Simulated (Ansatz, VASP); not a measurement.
**One calculation of GeBr, two programs**

```xyz
2
Lattice="3.5004 0.0000 0.0000 -1.7502 3.0315 0.0000 0.0000 0.0000 5.2239" Properties=species:S:1:pos:R:3 pbc="T T T"
Ge    0.0000    0.0000    0.0000
Br    0.0000    0.0000    2.6119
```

Alike in both runs: functional PBE; k mesh 18 × 18 × 12; occupations gaussian, width 0.1 eV; no spin polarisation.

Ansatz relaxed the structure, and its values are those at the end. VASP's run is a single point on that final structure, the one shown.

```csv
,VASP,Ansatz
version,VASP 6.6.1,Ansatz 0.2.0
potentials or method,"VASP PAW PBE potentials, release 64 (Ge_d, Br), cutoff 520 eV","scalar-relativistic, plane waves, PAW"
valence electrons in the cell,21,21
```

```csv
,VASP,Ansatz,Ansatz less VASP
gap on the k mesh at the Fermi level (eV),none,none,-
pressure (GPa),0.0,0.0,-0.02
```

A gap of «none» marks a metal or a gap that the smearing closes.
